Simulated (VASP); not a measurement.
# Cd (P6_3/mmc) in VASP: relaxation of cell and atoms with LDA

Aim: the relaxation of cell and atoms of Cd with LDA.

Everything below comes from runs of VASP 6.6.1. Logs are shortened: lines on timing, memory, paths and dates and some standing lists are left out, and cuts for length are marked.

## Step 1: The cell of the first run

The structure is hexagonal, space group P6_3/mmc (No. 194). The conventional cell has a = 2.979 Å, b = 2.979 Å, c = 5.618 Å, α = 90.00°, β = 90.00°, γ = 120.00°. Within 3.9 Å of Cd (site symmetry -6m2) lie 12 Cd at 2.98 to 3.29 Å.

## Step 2: Relaxation of cell and atoms, LDA

INCAR reads:

```
SYSTEM = Cd
PREC = Accurate
ENCUT = 540
EDIFF = 1E-7
ISMEAR = 0
SIGMA = 0.1
LREAL = .False.
LASPH = .True.
NELM = 120
ALGO = Normal
ISIF = 3
LWAVE = .False.
LCHARG = .False.
GGA = CA
IBRION = 2
NSW = 100
EDIFFG = -0.005
GGA_COMPAT = .False.
NELMIN = 4
```

KPOINTS reads:

```
Automatic mesh
0
Gamma
  18 18 8
  0 0 0
```

POSCAR reads:

```
Cd
1.0
    2.9788700000      0.0000000000      0.0000000000
   -1.4894350000      2.5797770946      0.0000000000
    0.0000000000      0.0000000000      5.6176500000
Cd
2
Direct
    0.3333333333      0.6666666667      0.2500000000
    0.6666666667      0.3333333333      0.7500000000
```

Potentials or basis: VASP PAW LDA potentials, release 64 (Cd_sv_GW).

Run with:

```console
$ cat potpaw_LDA.64/Cd_sv_GW/POTCAR > POTCAR
$ mpirun -np 1 vasp_std > vasp.out
```

OUTCAR:

```text
SYSTEM = Cd
   PREC = Accurate
   ENCUT = 540
   EDIFF = 1E-7
   ISMEAR = 0
   LREAL = .False.
   LASPH = .True.
   NELM = 120
   ISIF = 3
   GGA = CA
   IBRION = 2
   NSW = 100
   EDIFFG = -0.005
   NELMIN = 4

 ion  position               nearest neighbor table
   1  0.333  0.667  0.250-
   2  0.667  0.333  0.750-

  LATTYP: Found a hexagonal cell.
 ALAT       =     2.9788700000
 C/A-ratio  =     1.8858325472

  Lattice vectors:

 A1 = (   2.9788700000,   0.0000000000,   0.0000000000)
 A2 = (  -1.4894350000,   2.5797770946,   0.0000000000)
 A3 = (   0.0000000000,   0.0000000000,   5.6176500000)

Analysis of symmetry for initial positions (statically):
=====================================================================
 Subroutine PRICEL returns:
 Original cell was already a primitive cell.

 Routine SETGRP: Setting up the symmetry group for a
 hexagonal supercell.

 Subroutine GETGRP returns: Found 24 space group operations
 (whereof 12 operations were pure point group operations)
 out of a pool of 24 trial point group operations.

The static configuration has the point symmetry D_3d.
 The point group associated with its full space group is D_6h.

Analysis of symmetry for dynamics (positions and initial velocities):
=====================================================================
 Subroutine PRICEL returns:
 Original cell was already a primitive cell.

 Routine SETGRP: Setting up the symmetry group for a
 hexagonal supercell.

 Subroutine GETGRP returns: Found 24 space group operations
 (whereof 12 operations were pure point group operations)
 out of a pool of 24 trial point group operations.

The dynamic configuration has the point symmetry D_3d.
 The point group associated with its full space group is D_6h.

 Subroutine INISYM returns: Found 24 space group operations
 (whereof 12 operations are pure point group operations),
 and found     1 'primitive' translations

----------------------------------------------------------------------------------------

                                     Primitive cell

  volume of cell :      43.1706

  direct lattice vectors                    reciprocal lattice vectors
     2.978870000  0.000000000  0.000000000     0.335697765  0.193815195  0.000000000
    -1.489435000  2.579777095  0.000000000     0.000000000  0.387630389  0.000000000
     0.000000000  0.000000000  5.617650000     0.000000000  0.000000000  0.178010378

  length of vectors
     2.978870000  2.978870000  5.617650000     0.387630390  0.387630389  0.178010378

  position of ions in fractional coordinates (direct lattice)
     0.333333333  0.666666667  0.250000000
     0.666666667  0.333333333  0.750000000

  ion indices of the primitive-cell ions
   primitive index   ion index
                 1           1
                 2           2

----------------------------------------------------------------------------------------

 KPOINTS: Automatic mesh

Automatic generation of k-mesh.
 Grid dimensions read from file:
 generate k-points for:   18   18    8

 Generating k-lattice:

  Cartesian coordinates                     Fractional coordinates (reciprocal lattice)
     0.018649876  0.010767511  0.000000000     0.055555556  0.000000000  0.000000000
     0.000000000  0.021535022  0.000000000     0.000000000  0.055555556  0.000000000
     0.000000000  0.000000000  0.022251297     0.000000000  0.000000000  0.125000000

  Length of vectors
     0.021535022  0.021535022  0.022251297

  Shift w.r.t. Gamma in fractional coordinates (k-lattice)
     0.000000000  0.000000000  0.000000000

 Subroutine IBZKPT returns following result:
 ===========================================

 Found    185 irreducible k-points:

 Following reciprocal coordinates:
            Coordinates               Weight
  0.000000  0.000000  0.000000      1.000000
  0.055556  0.000000  0.000000      6.000000
  0.111111  0.000000  0.000000      6.000000
  0.166667  0.000000  0.000000      6.000000
  0.222222 -0.000000  0.000000      6.000000
  0.277778 -0.000000  0.000000      6.000000
[... 16 lines left out ...]
  0.333333  0.111111  0.000000     12.000000
  0.388889  0.111111  0.000000     12.000000
 [... further k-points ...]
   k-points           NKPTS =    185   k-points in BZ     NKDIM =    185   number of bands    NBANDS=     24
   number of dos      NEDOS =    301   number of ions     NIONS =      2
   total plane-waves  NPLWV =  27648
   dimension x,y,z NGX =    24 NGY =   24 NGZ =   48
   dimension x,y,z NGXF=    48 NGYF=   48 NGZF=   96
   ions per type =               2
   NGX,Y,Z   is equivalent  to a cutoff of  13.39, 13.39, 14.20 a.u.
   NGXF,Y,Z  is equivalent  to a cutoff of  26.79, 26.79, 28.41 a.u.
 SYSTEM =  Cd
   PREC   = accura    normal or accurate (medium, high low for compatibility)
   ISTART =      0    job   : 0-new  1-cont  2-samecut
   ICHARG =      2    charge: 1-file 2-atom 10-const
   ISPIN  =      1    spin polarized calculation?
   LNONCOLLINEAR =      F non collinear calculations
   LSORBIT =      F    spin-orbit coupling
   LASPH  =      T    aspherical Exc in radial PAW
   ENCUT  =  540.0 eV  39.69 Ry    6.30 a.u.   5.64  5.64 10.64*2*pi/ulx,y,z
   NELM   =    120;   NELMIN=  4; NELMDL= -5     # of ELM steps
   EDIFF  = 0.1E-06   stopping-criterion for ELM
   LREAL  =      F    real-space projection
   EDIFFG = -.5E-02   stopping-criterion for IOM
   NSW    =    100    number of steps for IOM
   IBRION =      2    ionic relax: 0-MD 1-quasi-New 2-CG
   NFREE  =      1    steps in history (QN), initial steepest desc. (CG)
   ISIF   =      3    stress and relaxation
   ISYM   =      2    0-nonsym 1-usesym 2-fastsym
   POTIM  = 0.5000    time-step for ionic-motion
   TEBEG  =    0.0;   TEEND  =   0.0 temperature during run
   PSTRESS=    0.0 pullay stress
   NELECT =      40.0000    total number of electrons
   NUPDOWN=      -1.0000    fix difference up-down
   EMIN   =  10.00;   EMAX   =-10.00  energy-range for DOS
   EFERMI =   0.00;   METHOD = LEGACY
   ISMEAR =     0;   SIGMA  =   0.10  broadening in eV -4-tet -1-fermi 0-gaus
   EFERMI_NEDOS =   21; number of points for ismear=-14 and -15
   IALGO  =     38    algorithm
   IMIX   =      4    mixing-type and parameters
     AMIX     =   0.40;   BMIX     =  1.00
     AMIX_MAG =   1.60;   BMIX_MAG =  1.00
  volume/ion in A,a.u.               =      21.59       145.66
  Fermi-wavevector in a.u.,A,eV,Ry     =   1.595997  3.015997 34.656840  2.547206
  Thomas-Fermi vector in A             =   2.693828
   LORBIT       =      0    0 simple, 1 ext, 2 COOP (PROOUT), +10 PAW based schemes
   GGA     = CA    functional components
   LHFCALC =     F    Hartree Fock is set to
   AEXX    =    0.0000 exact exchange contribution
   IVDW    =     0    specifies the selected vdW correction
   LEPSILON=     F    determine dielectric tensor
   LRPA    =     F    only Hartree local field effects (RPA)
 conjugate gradient relaxation of ions
 non-spin polarized calculation
 Gauss-broadening in eV      SIGMA  =   0.10
  energy-cutoff  :      540.00
  volume of cell :       43.17
 maximum number of plane-waves:      1252
 NGX is ok and might be reduce to    24
   NGX = 11   NGY = 11   NGZ = 21

--------------------------------------- Ionic step        1  -------------------------------------------

 number of electron      39.9999998 magnetization

 Free energy of the ion-electron system (eV)
  ---------------------------------------------------
  ext. energy  EPLUGINS =         0.00000000
  ---------------------------------------------------
  free energy    TOTEN  =        -3.01910951 eV

  energy without entropy =       -3.01611098  energy(sigma->0) =       -3.01761025

------------------------ aborting loop because EDIFF is reached ----------------------------------------

  FORCE on cell =-STRESS in cart. coord.  units (eV):
  Direction    XX          YY          ZZ          XY          YZ          ZX
  --------------------------------------------------------------------------------------
  -------------------------------------------------------------------------------------
  Total       -1.9040813     -1.9040813     -1.4471044      0.0000000     -0.0000000      0.0000000
  in kB      -70.6655372    -70.6655372    -53.7059047      0.0000000     -0.0000000      0.0000000
  external PRESSURE =     -65.0123264 kB  Pullay stress =       0.0000000 kB

 VOLUME and BASIS-vectors are now :
 -----------------------------------------------------------------------------
  energy-cutoff  :      540.00
  volume of cell :       43.17
      direct lattice vectors                 reciprocal lattice vectors
     2.978870000  0.000000000  0.000000000     0.335697765  0.193815195  0.000000000
    -1.489435000  2.579777095  0.000000000     0.000000000  0.387630389  0.000000000
     0.000000000  0.000000000  5.617650000     0.000000000  0.000000000  0.178010378
[... 253 lines left out ...]
 POSITION                                       TOTAL-FORCE (eV/Angst)
 -----------------------------------------------------------------------------------
     -0.00000      1.66950      1.35461        -0.000000     -0.000000      0.000000
      1.44583      0.83475      4.06382         0.000000      0.000000     -0.000000
 -----------------------------------------------------------------------------------
    total drift:                               -0.000000      0.000000      0.000000

  FREE ENERGIE OF THE ION-ELECTRON SYSTEM (eV)
  ---------------------------------------------------
  free  energy   TOTEN  =        -3.1027650994 eV

  energy  without entropy=       -3.1004394529  energy(sigma->0) =       -3.10160228

--------------------------------------- Ionic step        9  -------------------------------------------

 number of electron      39.9999995 magnetization

 Free energy of the ion-electron system (eV)
  ---------------------------------------------------
  ext. energy  EPLUGINS =         0.00000000
  ---------------------------------------------------
  free energy    TOTEN  =        -3.10290905 eV

  energy without entropy =       -3.10058813  energy(sigma->0) =       -3.10174859

 E-fermi :   7.3617     XC(G=0): -12.2007

 val. band max:        7.3262990007   @ k =   0.3333   0.3333   0.1250
 cond. band min:       7.3926872472   @ k =   0.3333   0.1111   0.0000
 fundamental gap:      0.0663882465
 Fermi energy:         7.3616998536

 k-point     1 :       0.0000    0.0000    0.0000
  band No.  band energies     occupation
      1     -95.4241      2.00000
      2     -95.4221      2.00000
      3     -56.8075      2.00000
      4     -56.7746      2.00000
      5     -56.7582      2.00000
      6     -56.7582      2.00000
[... 16 lines left out ...]
     23      21.1961      0.00000
     24      22.4730      0.00000
[... 598 lines left out ...]
      2     -95.4161      2.00000
      3     -56.8295      2.00000
      4     -56.8261      2.00000
      5     -56.7884      2.00000
      6     -56.7832      2.00000
[... 16 lines left out ...]
     23      12.0460      0.00000
     24      13.6220      0.00000

 [... further k-points ...]
[... 5 lines left out ...]
  --------------------------------------------------------------------------------------
  -------------------------------------------------------------------------------------
  Total       -0.0009523     -0.0009523     -0.0062844      0.0000000     -0.0000000     -0.0000000
  in kB       -0.0387516     -0.0387516     -0.2557326      0.0000000     -0.0000000     -0.0000000
  external PRESSURE =      -0.1110786 kB  Pullay stress =       0.0000000 kB

 VOLUME and BASIS-vectors are now :
 -----------------------------------------------------------------------------
  energy-cutoff  :      540.00
  volume of cell :       39.37
      direct lattice vectors                 reciprocal lattice vectors
     2.895257891 -0.000000000  0.000000000     0.345392375  0.199412381  0.000000000
    -1.447628945  2.507366884 -0.000000000    -0.000000000  0.398824762  0.000000000
    -0.000000000 -0.000000000  5.423577061    -0.000000000  0.000000000  0.184380159

 POSITION                                       TOTAL-FORCE (eV/Angst)
 -----------------------------------------------------------------------------------
     -0.00000      1.67158      1.35589         0.000000     -0.000000     -0.000000
      1.44763      0.83579      4.06768        -0.000000      0.000000      0.000000
 -----------------------------------------------------------------------------------
    total drift:                               -0.000000      0.000000      0.000000

  FREE ENERGIE OF THE ION-ELECTRON SYSTEM (eV)
  ---------------------------------------------------
  free  energy   TOTEN  =        -3.1029090466 eV

  energy  without entropy=       -3.1005881344  energy(sigma->0) =       -3.10174859

 reached required accuracy - stopping structural energy minimisation
```

It took 23 min on 1 thread of Intel Xeon Platinum 8375C at 2.90GHz (Ice Lake), shared host; peak memory 0.32 GiB.

Results:

- Free energy: -3.1029 eV
- Relaxed volume: 19.69 Å³/atom
- Relaxed cell: a = 2.895 Å, b = 2.895 Å, c = 5.424 Å, α = 90.00°, β = 90.00°, γ = 120.00°
- Space group after relaxing (to 0.1 Å): P6_3/mmc (No. 194)
- Energy gained by relaxing: 41.9 meV/atom
- Ionic steps: 9
- Pressure after relaxing: 0.0 GPa
- Band gap on the k mesh: zero (bands 20 and 21 overlap by 4.48 eV)

Step by step:
| step | energy change (eV) | largest force (eV/Å) | pressure (GPa) | volume (Å³) |
| --- | --- | --- | --- | --- |
| 1 | 0.0000 | 0.0000 | -6.50 | 43.17 |
| 2 | -0.0617 | 0.0000 | 4.29 | 37.92 |
| 3 | -0.0831 | 0.0000 | -0.01 | 39.53 |
| 4 | -0.0831 | 0.0000 | -0.22 | 39.60 |
| 5 | -0.0833 | 0.0000 | -0.21 | 39.57 |
| 6 | -0.0837 | 0.0000 | -0.20 | 39.48 |
| 7 | -0.0838 | 0.0000 | -0.19 | 39.45 |
| 8 | -0.0837 | 0.0000 | 0.35 | 39.24 |
| 9 | -0.0838 | 0.0000 | -0.01 | 39.37 |

Final structure:
```cif
data_structure
_symmetry_space_group_name_H-M 'P 1'
_symmetry_Int_Tables_number 1
_cell_length_a 2.8953
_cell_length_b 2.8953
_cell_length_c 5.4236
_cell_angle_alpha 90.000
_cell_angle_beta 90.000
_cell_angle_gamma 120.000
_cell_volume 39.37
loop_
_atom_site_label
_atom_site_type_symbol
_atom_site_fract_x
_atom_site_fract_y
_atom_site_fract_z
_atom_site_occupancy
Cd1 Cd 0.33333 0.66667 0.25000 1
Cd2 Cd 0.66667 0.33333 0.75000 1
```

Levels at points of the mesh, in eV from the Fermi level:
| k point | band 18 | band 19 | band 20 | band 21 | band 22 | band 23 |
| --- | --- | --- | --- | --- | --- | --- |
| (0.00, 0.00, 0.00) | -8.65 | -8.65 | -3.60 | -3.06 | 10.78 | 13.83 |
| (0.50, 0.00, 0.00) | -8.32 | -2.77 | -2.07 | 1.98 | 2.91 | 3.49 |
| (0.00, 0.00, 0.50) | -8.79 | -8.05 | -8.05 | 3.91 | 3.91 | 14.10 |
| (0.50, 0.00, 0.50) | -8.33 | -1.97 | -1.97 | 0.12 | 0.12 | 8.26 |

LDA usually gives volumes a few per cent too small. Zero-point motion and thermal expansion aren't in these numbers.

The gap in the log of VASP goes by the Fermi energy; the results here count the filled bands.